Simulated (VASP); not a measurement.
**Si (a cell with a defect): single point with PBE**

System: Si (a cell with a defect).

```
CELL_PARAMETERS angstrom
5.47009 5.47009 -5.47009
-5.47009 -5.47009 -5.47009
-5.47009 5.47009 5.47009
ATOMIC_POSITIONS crystal
Si 0.25000 0.00000 0.22147
Si 0.49913 0.75711 0.00000
Si 0.75000 0.50000 0.00000
Si 0.75000 0.00000 0.50000
Si 0.00711 0.00000 0.24913
Si 0.25000 0.75711 0.24913
Si 0.49289 0.49202 0.24289
Si 0.74202 0.24289 0.24289
Si 0.00711 0.24913 0.00000
Si 0.49913 0.00000 0.75711
Si 0.75798 0.75087 0.75087
Si 0.00087 0.75087 0.50798
Si 0.25000 0.50000 0.50000
Si 0.49289 0.24289 0.49202
Si 0.00087 0.50798 0.75087
Si 0.25000 0.24913 0.75711
Si 0.25000 0.22147 0.00000
Si 0.47147 0.00000 0.00000
Si 0.74978 0.75183 0.00000
Si 0.75022 0.25205 0.50022
Si 0.99795 0.24817 0.24817
Si 0.49817 0.74795 0.24817
Si 0.75022 0.50022 0.25205
Si 0.00183 0.49978 0.00000
Si 0.49817 0.24817 0.74795
Si 0.74978 0.00000 0.75183
Si 0.00183 0.00000 0.49978
Si 0.25000 0.75183 0.49978
Si 0.50205 0.50022 0.50022
Si 0.02853 0.77853 0.77853
Si 0.25000 0.49978 0.75183
```

```json
{"Program": "VASP 6.6.1", "Task": "single point", "Functional": "PBE", "Potentials or basis": "VASP PAW PBE potentials, release 64 (Si)", "Cutoff": "520 eV", "k mesh": "2 × 2 × 2, shifted", "Occupations": "gaussian, width 0.02 eV", "Spin": "no spin polarisation"}
```

```json
{"Largest force": "0.007 eV/Å"}
```

Forces on the atoms (eV/Å):
```
Si  -0.004  0.004  0.004
Si   0.001  0.001  0.005
Si   0.000  0.000  0.000
Si   0.000  0.000  0.000
Si  -0.001 -0.005  0.001
Si   0.005  0.001  0.001
Si  -0.001  0.005 -0.001
Si  -0.005  0.001 -0.001
Si  -0.001 -0.001  0.005
Si   0.001 -0.005 -0.001
Si  -0.005 -0.001  0.001
Si   0.001 -0.001 -0.005
Si   0.000  0.000  0.000
Si  -0.001  0.001 -0.005
Si   0.001  0.005  0.001
Si   0.005 -0.001 -0.001
Si  -0.004 -0.004 -0.004
Si   0.004  0.004 -0.004
Si   0.002  0.002  0.000
Si   0.002  0.000  0.002
Si   0.000  0.002 -0.002
Si  -0.002  0.000 -0.002
Si   0.002 -0.002  0.000
Si  -0.002 -0.002  0.000
Si  -0.002  0.002  0.000
Si   0.002  0.000 -0.002
Si  -0.002  0.000  0.002
Si   0.000  0.002  0.002
Si   0.000 -0.002  0.002
Si   0.004 -0.004  0.004
Si   0.000 -0.002 -0.002
```

Levels at points of the mesh, in eV from the Fermi level:
```
           k point  band 60  band 61  band 62  band 63  band 64  band 65
(0.25, 0.25, 0.25)    -0.92    -0.92     0.18     0.18     0.18     1.24
```

Wall time 2.4 min on 1 thread of Intel(R) Xeon(R) 6975P-C (Granite Rapids) (shared host), peak memory 0.65 GiB.

Caveat: the k points lie up to 0.41 Å⁻¹ apart; the cell carries a net charge on a neutralising background, which shifts energy and pressure; the cell is charged against a uniform background, so pressure and absolute levels hang on convention.
